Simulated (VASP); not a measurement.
# SrCl2 (Fm-3m) in VASP: a series of runs

Runs on SrCl2. Level: r2SCAN. Tasks: single point.

Everything below comes from runs of VASP 6.6.1. Logs are shortened: lines on timing, memory, paths and dates and some standing lists are left out, and cuts for length are marked.

**1. The cell of the first run**

The structure is cubic, space group Fm-3m (No. 225). Conventional cell: a = 6.995 Å, b = 6.995 Å, c = 6.995 Å, α = 90.00°, β = 90.00°, γ = 90.00°. Within 4.0 Å of Sr (site symmetry m-3m) lie 8 Cl at 3.03 Å. Cl (site symmetry -43m) has 4 Sr at 3.03 Å and 6 Cl at 3.50 Å within 4.0 Å.

**2. Single point, r2SCAN**

POSCAR

```
SrCl2
1.0
    0.0000000000      3.4977180853      3.4977180853
    3.4977180853      0.0000000000      3.4977180853
    3.4977180853      3.4977180853      0.0000000000
Sr Cl
1 2
Direct
    0.0000000000      0.0000000000      0.0000000000
    0.2500000000      0.2500000000      0.2500000000
    0.7500000000      0.7500000000      0.7500000000
```

INCAR.step1

```
SYSTEM = SrCl2
ALGO = Normal
EDIFF = 1E-4
ENCUT = 520
GGA = PE
ISMEAR = 0
LASPH = .True.
LCHARG = .False.
LREAL = .False.
LWAVE = .True.
NBANDS = 19
NELM = 80
PREC = Accurate
SIGMA = 0.01
```

INCAR.step2

```
SYSTEM = SrCl2
ALGO = Normal
EDIFF = 1E-6
ENCUT = 520
ISIF = 2
ISMEAR = 0
ISTART = 1
LASPH = .True.
LCHARG = .False.
LMIXTAU = .True.
LREAL = .False.
LWAVE = .False.
METAGGA = R2SCAN
NBANDS = 19
NELM = 80
PREC = Accurate
SIGMA = 0.01
```

KPOINTS

```
k-points
0
Gamma
  4 4 4
  0 0 0
```

Potentials or basis: VASP PAW PBE potentials, release 64 (Sr_sv, Cl).

The run is started by

```console
$ cat potpaw_PBE.64/Sr_sv/POTCAR potpaw_PBE.64/Cl/POTCAR > POTCAR
$ cp INCAR.step1 INCAR
$ mpirun -np 1 vasp_std > vasp.out
$ cp INCAR.step2 INCAR
$ mpirun -np 1 vasp_std > vasp.out
```

OUTCAR:

```text
SYSTEM = SrCl2
   EDIFF = 1E-6
   ENCUT = 520
   ISIF = 2
   ISMEAR = 0
   ISTART = 1
   LASPH = .True.
   LREAL = .False.
   METAGGA = R2SCAN
   NELM = 80
   PREC = Accurate

 ion  position               nearest neighbor table
   1  0.000  0.000  0.000-   3 3.03   3 3.03   3 3.03   2 3.03   2 3.03   2 3.03   3 3.03   2 3.03

   2  0.250  0.250  0.250-   1 3.03   1 3.03   1 3.03   1 3.03
   3  0.750  0.750  0.750-   1 3.03   1 3.03   1 3.03   1 3.03

  LATTYP: Found a face centered cubic cell.
 ALAT       =     6.9954361706

  Lattice vectors:

 A1 = (   0.0000000000,   3.4977180853,   3.4977180853)
 A2 = (   3.4977180853,   0.0000000000,   3.4977180853)
 A3 = (   3.4977180853,   3.4977180853,   0.0000000000)

Analysis of symmetry for initial positions (statically):
=====================================================================
 Subroutine PRICEL returns:
 Original cell was already a primitive cell.

 Routine SETGRP: Setting up the symmetry group for a
 face centered cubic supercell.

 Subroutine GETGRP returns: Found 48 space group operations
 (whereof 48 operations were pure point group operations)
 out of a pool of 48 trial point group operations.

The static configuration has the point symmetry O_h .

Analysis of symmetry for dynamics (positions and initial velocities):
=====================================================================
 Subroutine PRICEL returns:
 Original cell was already a primitive cell.

 Routine SETGRP: Setting up the symmetry group for a
 face centered cubic supercell.

 Subroutine GETGRP returns: Found 48 space group operations
 (whereof 48 operations were pure point group operations)
 out of a pool of 48 trial point group operations.

The dynamic configuration has the point symmetry O_h .

 Subroutine INISYM returns: Found 48 space group operations
 (whereof 48 operations are pure point group operations),
 and found     1 'primitive' translations

----------------------------------------------------------------------------------------

                                     Primitive cell

  volume of cell :      85.5824

  direct lattice vectors                    reciprocal lattice vectors
     0.000000000  3.497718085  3.497718085    -0.142950343  0.142950343  0.142950343
     3.497718085  0.000000000  3.497718085     0.142950343 -0.142950343  0.142950343
     3.497718085  3.497718085  0.000000000     0.142950343  0.142950343 -0.142950343

  length of vectors
     4.946520354  4.946520354  4.946520354     0.247597257  0.247597257  0.247597257

  position of ions in fractional coordinates (direct lattice)
     0.000000000  0.000000000  0.000000000
     0.250000000  0.250000000  0.250000000
     0.750000000  0.750000000  0.750000000

  ion indices of the primitive-cell ions
   primitive index   ion index
                 1           1
                 2           2
                 3           3

----------------------------------------------------------------------------------------

 KPOINTS: k-points

Automatic generation of k-mesh.
 Grid dimensions read from file:
 generate k-points for:    4    4    4

 Generating k-lattice:

  Cartesian coordinates                     Fractional coordinates (reciprocal lattice)
    -0.035737586  0.035737586  0.035737586     0.250000000  0.000000000  0.000000000
     0.035737586 -0.035737586  0.035737586     0.000000000  0.250000000  0.000000000
     0.035737586  0.035737586 -0.035737586     0.000000000  0.000000000  0.250000000

  Length of vectors
     0.061899314  0.061899314  0.061899314

  Shift w.r.t. Gamma in fractional coordinates (k-lattice)
     0.000000000  0.000000000  0.000000000

 Subroutine IBZKPT returns following result:
 ===========================================

 Found      8 irreducible k-points:

 Following reciprocal coordinates:
            Coordinates               Weight
  0.000000  0.000000  0.000000      1.000000
  0.250000  0.000000  0.000000      8.000000
  0.500000  0.000000  0.000000      4.000000
  0.250000  0.250000  0.000000      6.000000
  0.500000  0.250000  0.000000     24.000000
 -0.250000  0.250000  0.000000     12.000000
  0.500000  0.500000  0.000000      3.000000
 -0.250000  0.500000  0.250000      6.000000
   k-points           NKPTS =      8   k-points in BZ     NKDIM =      8   number of bands    NBANDS=     19
   number of dos      NEDOS =    301   number of ions     NIONS =      3
   total plane-waves  NPLWV =  64000
   dimension x,y,z NGX =    40 NGY =   40 NGZ =   40
   dimension x,y,z NGXF=    80 NGYF=   80 NGZF=   80
   ions per type =               1   2
   NGX,Y,Z   is equivalent  to a cutoff of  13.44, 13.44, 13.44 a.u.
   NGXF,Y,Z  is equivalent  to a cutoff of  26.89, 26.89, 26.89 a.u.
 SYSTEM =  SrCl2
   PREC   = accura    normal or accurate (medium, high low for compatibility)
   ISTART =      1    job   : 0-new  1-cont  2-samecut
   ICHARG =      0    charge: 1-file 2-atom 10-const
   ISPIN  =      1    spin polarized calculation?
   LNONCOLLINEAR =      F non collinear calculations
   LSORBIT =      F    spin-orbit coupling
   LASPH  =      T    aspherical Exc in radial PAW
   ENCUT  =  520.0 eV  38.22 Ry    6.18 a.u.   9.20  9.20  9.20*2*pi/ulx,y,z
   NELM   =     80;   NELMIN=  2; NELMDL=  0     # of ELM steps
   EDIFF  = 0.1E-05   stopping-criterion for ELM
   LREAL  =      F    real-space projection
   EDIFFG = 0.1E-04   stopping-criterion for IOM
   NSW    =      0    number of steps for IOM
   IBRION =     -1    ionic relax: 0-MD 1-quasi-New 2-CG
   NFREE  =      0    steps in history (QN), initial steepest desc. (CG)
   ISIF   =      2    stress and relaxation
   ISYM   =      2    0-nonsym 1-usesym 2-fastsym
   POTIM  = 0.5000    time-step for ionic-motion
   TEBEG  =    0.0;   TEEND  =   0.0 temperature during run
   PSTRESS=    0.0 pullay stress
   NELECT =      24.0000    total number of electrons
   NUPDOWN=      -1.0000    fix difference up-down
   EMIN   =  10.00;   EMAX   =-10.00  energy-range for DOS
   EFERMI =   0.00;   METHOD = LEGACY
   ISMEAR =     0;   SIGMA  =   0.01  broadening in eV -4-tet -1-fermi 0-gaus
   EFERMI_NEDOS =   21; number of points for ismear=-14 and -15
   IALGO  =     38    algorithm
   IMIX   =      4    mixing-type and parameters
     AMIX     =   0.40;   BMIX     =  1.00
     AMIX_MAG =   1.60;   BMIX_MAG =  1.00
  volume/ion in A,a.u.               =      28.53       192.51
  Fermi-wavevector in a.u.,A,eV,Ry     =   1.071562  2.024958 15.622809  1.148244
  Thomas-Fermi vector in A             =   2.207306
   LORBIT       =      0    0 simple, 1 ext, 2 COOP (PROOUT), +10 PAW based schemes
   METAGGA = R2SCAN    functional components
   LHFCALC =     F    Hartree Fock is set to
   AEXX    =    0.0000 exact exchange contribution
   IVDW    =     0    specifies the selected vdW correction
   LEPSILON=     F    determine dielectric tensor
   LRPA    =     F    only Hartree local field effects (RPA)
 non-spin polarized calculation
 Gauss-broadening in eV      SIGMA  =   0.01
  energy-cutoff  :      520.00
  volume of cell :       85.58
 maximum number of plane-waves:      2332
 NGX is ok and might be reduce to    40
   NGX = 19   NGY = 19   NGZ = 19

 number of electron      24.0000002 magnetization

 Free energy of the ion-electron system (eV)
  ---------------------------------------------------
  ext. energy  EPLUGINS =         0.00000000
  ---------------------------------------------------
  free energy    TOTEN  =       -35.69698463 eV

  energy without entropy =      -35.69698463  energy(sigma->0) =      -35.69698463

 E-fermi :  -0.1369     XC(G=0):  -8.7303

 val. band max:       -0.2734680228   @ k =   0.5000   0.5000   0.0000
 cond. band min:       5.6632997182   @ k =   0.0000   0.0000   0.0000
 fundamental gap:      5.9367677409
 Fermi energy:        -0.1369494605

 k-point     1 :       0.0000    0.0000    0.0000
  band No.  band energies     occupation
      1     -34.2503      2.00000
      2     -15.6168      2.00000
      3     -15.6168      2.00000
      4     -15.6168      2.00000
      5     -14.1357      2.00000
      6     -13.2775      2.00000
[... 11 lines left out ...]
     18       9.3372      0.00000
     19       9.7466      0.00000

 k-point     2 :       0.2500    0.0000    0.0000
  band No.  band energies     occupation
      1     -34.2487      2.00000
      2     -15.7877      2.00000
      3     -15.6234      2.00000
      4     -15.6234      2.00000
      5     -13.8517      2.00000
      6     -13.3770      2.00000
[... 11 lines left out ...]
     18       9.0251      0.00000
     19       9.9821      0.00000

 k-point     3 :       0.5000    0.0000    0.0000
  band No.  band energies     occupation
      1     -34.2471      2.00000
      2     -15.9132      2.00000
      3     -15.6300      2.00000
      4     -15.6300      2.00000
      5     -13.7332      2.00000
      6     -13.3444      2.00000
[... 11 lines left out ...]
     18       9.0337      0.00000
     19       9.3291      0.00000

 k-point     4 :       0.2500    0.2500    0.0000
  band No.  band energies     occupation
      1     -34.2482      2.00000
      2     -15.8278      2.00000
      3     -15.6325      2.00000
      4     -15.6325      2.00000
      5     -13.7285      2.00000
      6     -13.4358      2.00000
[... 11 lines left out ...]
     18       8.9092      0.00000
     19       9.5100      0.00000

 k-point     5 :       0.5000    0.2500    0.0000
  band No.  band energies     occupation
      1     -34.2466      2.00000
      2     -15.8920      2.00000
      3     -15.7104      2.00000
      4     -15.6391      2.00000
      5     -13.5656      2.00000
      6     -13.4288      2.00000
[... 11 lines left out ...]
     18       9.3523      0.00000
     19      10.0537      0.00000

 k-point     6 :      -0.2500    0.2500    0.0000
  band No.  band energies     occupation
      1     -34.2471      2.00000
      2     -15.8357      2.00000
      3     -15.7302      2.00000
      4     -15.6300      2.00000
      5     -13.6007      2.00000
      6     -13.4495      2.00000
[... 11 lines left out ...]
     18       9.0377      0.00000
     19      10.1773      0.00000

 k-point     7 :       0.5000    0.5000    0.0000
  band No.  band energies     occupation
      1     -34.2461      2.00000
      2     -15.9802      2.00000
      3     -15.6482      2.00000
      4     -15.6482      2.00000
      5     -13.5838      2.00000
      6     -13.3616      2.00000
[... 11 lines left out ...]
     18       9.1035      0.00000
     19      10.4683      0.00000

 k-point     8 :      -0.2500    0.5000    0.2500
  band No.  band energies     occupation
      1     -34.2461      2.00000
      2     -15.8244      2.00000
      3     -15.8244      2.00000
      4     -15.6485      2.00000
      5     -13.4627      2.00000
      6     -13.4627      2.00000
[... 11 lines left out ...]
     18      10.0458      0.00000
     19      10.7789      0.00000

------------------------ aborting loop because EDIFF is reached ----------------------------------------

  FORCE on cell =-STRESS in cart. coord.  units (eV):
  Direction    XX          YY          ZZ          XY          YZ          ZX
  --------------------------------------------------------------------------------------
  -------------------------------------------------------------------------------------
  Total        0.0112534      0.0112534      0.0112534     -0.0000000     -0.0000000      0.0000000
  in kB        0.2106738      0.2106738      0.2106738     -0.0000000     -0.0000000      0.0000000
  external PRESSURE =       0.2106738 kB  Pullay stress =       0.0000000 kB

 VOLUME and BASIS-vectors are now :
 -----------------------------------------------------------------------------
  energy-cutoff  :      520.00
  volume of cell :       85.58
      direct lattice vectors                 reciprocal lattice vectors
     0.000000000  3.497718085  3.497718085    -0.142950343  0.142950343  0.142950343
     3.497718085  0.000000000  3.497718085     0.142950343 -0.142950343  0.142950343
     3.497718085  3.497718085  0.000000000     0.142950343  0.142950343 -0.142950343

 POSITION                                       TOTAL-FORCE (eV/Angst)
 -----------------------------------------------------------------------------------
      0.00000      0.00000      0.00000         0.000000     -0.000000      0.000000
      1.74886      1.74886      1.74886        -0.000000     -0.000000     -0.000000
      5.24658      5.24658      5.24658        -0.000000      0.000000      0.000000
 -----------------------------------------------------------------------------------
    total drift:                               -0.000000     -0.000000      0.000000

  FREE ENERGIE OF THE ION-ELECTRON SYSTEM (eV)
  ---------------------------------------------------
  free  energy   TOTEN  =       -35.6969846329 eV

  energy  without entropy=      -35.6969846329  energy(sigma->0) =      -35.69698463
```

Run time: 65 s. Hardware: 1 thread of Intel Xeon Platinum 8259CL at 2.50GHz (Skylake/Cascade Lake), shared host; peak memory 0.25 GiB.

Results:

| Property | Result |
| --- | --- |
| Free energy | -35.6970 eV |
| Pressure | 0.0 GPa |
| Band gap on the k mesh | 5.94 eV (least direct gap 5.99 eV) |

Caveat: the PAW data sets were made with another functional, which shifts forces and pressure a little. A k mesh can miss the band edges.

**3. Single point, r2SCAN**

POSCAR is that of step 2.

INCAR.step1

```
SYSTEM = SrCl2
  ALGO = Normal
  EDIFF = 1E-4
  ENCUT = 520
  GGA = PE
  ISMEAR = -1
  LASPH = .TRUE.
  LCHARG = .FALSE.
  LREAL = .FALSE.
  LWAVE = .TRUE.
  NBANDS = 19
  NELM = 100
  PREC = Accurate
  SIGMA = 0.001
```

INCAR.step2

```
SYSTEM = SrCl2
  ALGO = Normal
  EDIFF = 1E-7
  ENCUT = 520
  ISIF = 2
  ISMEAR = -1
  ISTART = 1
  LASPH = .TRUE.
  LCHARG = .TRUE.
  LELF = .TRUE.
  LMIXTAU = .TRUE.
  LREAL = .FALSE.
  LVHAR = .TRUE.
  LWAVE = .FALSE.
  METAGGA = R2SCAN
  NBANDS = 19
  NELM = 100
  PREC = Accurate
  SIGMA = 0.001
```

KPOINTS

```
k-points
0
G
  4 4 4
  0 0 0
```

Potentials or basis: VASP PAW PBE potentials, release 64 (Sr_sv, Cl).

The run is started by

```console
$ cat potpaw_PBE.64/Sr_sv/POTCAR potpaw_PBE.64/Cl/POTCAR > POTCAR
$ cp INCAR.step1 INCAR
$ mpirun -np 1 vasp_std > vasp.out
$ cp INCAR.step2 INCAR
$ mpirun -np 1 vasp_std > vasp.out
```

Wall time 80 s (1 thread of Intel Xeon Platinum 8259CL at 2.50GHz (Skylake/Cascade Lake), shared host); peak memory 0.25 GiB.

Results (log left out):

* Free energy: -35.6970 eV
* Pressure: 0.0 GPa
* Band gap on the k mesh: 5.94 eV (least direct gap 5.99 eV)

Levels at points of the mesh, in eV from the valence-band top:
| k point | band 9 | band 10 | band 11 | band 12 | band 13 | band 14 | band 15 | band 16 |
| --- | --- | --- | --- | --- | --- | --- | --- | --- |
| (0.00, 0.00, 0.00) | -2.12 | -0.35 | -0.35 | -0.35 | 5.94 | 6.69 | 6.69 | 9.61 |
| (0.50, 0.00, 0.00) | -1.47 | -1.33 | -1.06 | -1.06 | 7.29 | 7.29 | 8.22 | 8.23 |
| (0.50, 0.50, 0.00) | -1.90 | -0.39 | -0.39 | 0.00 | 5.99 | 7.77 | 8.20 | 8.68 |

Caveat: the PAW data sets were made with another functional, which shifts forces and pressure a little. A k mesh can miss the band edges.
